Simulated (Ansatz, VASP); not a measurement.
## One calculation of Tl, two programs

File INCAR:

```
PREC = Accurate
ENCUT = 520
EDIFF = 1E-7
ISMEAR = -1
SIGMA = 0.01
LREAL = False
LASPH = True
NELM = 150
ALGO = Normal
ISIF = 2
LWAVE = False
LCHARG = False
ISPIN = 2
MAGMOM = 3
LORBIT = 11
GGA = PE
ISYM = 0
NBANDS = 16
```

The input KPOINTS:

```
Automatic mesh
0
Gamma
  1 1 1
```

The input POSCAR:

```
Tl
1.0
   14.0000000000      0.0000000000      0.0000000000
    0.0000000000     14.4000000000      0.0000000000
    0.0000000000      0.0000000000     14.8000000000
Tl
1
Direct
    0.5000000000      0.5000000000      0.5000000000
```

Input for Ansatz:

```yaml
crystal:
  lattice:
    - [14.0, 0.0, 0.0]
    - [0.0, 14.4, 0.0]
    - [0.0, 0.0, 14.8]
  atoms:
    - { symbol: Tl, position: [0.5, 0.5, 0.5], spin: 3.0 }
  symmetry: { detect: false, time_reversal: true }
hamiltonian:
  xc: pbe
  pseudopotentials:
    kind: paw
    azcp:
      Tl: "pseudopotentials/Tl.paw.azcp"
basis:
  ecutwfc: 420
  fft_grid_basis: typed
kpoints:
  mp_grid: { grid: [1, 1, 1], shift: [0, 0, 0] }
magnetization:
  spin_polarized: true
scf:
  occupations: { method: fermi_dirac, width: 0.01 }
output:
  write_density: true
  write_potential: true
  elf: true
  volumetric_format: npy
```

Alike in both runs: task single point; functional PBE; k mesh 1 × 1 × 1; occupations fermi-dirac, width 0.01 eV; collinear spin.

|  | VASP | Ansatz |
| --- | --- | --- |
| version | VASP 6.6.1 | Ansatz 0.2.0 |
| potentials or method | VASP PAW PBE potentials, release 64 (Tl_d), cutoff 520 eV | plane waves (420 eV) with PAW, scalar-relativistic |
| valence electrons in the cell | 13 | 13 |

```tsv
	VASP	Ansatz	Ansatz less VASP
net moment per atom (μB)	1.00	1.00	0.000
size of the moment on the site where the two differ most (μB)	0.22	1.00	+0.781
```

Site moments also hang on the region over which each program counts them. Ansatz's warnings: xc potential rough in thin density.

Spin-orbit coupling is off throughout.
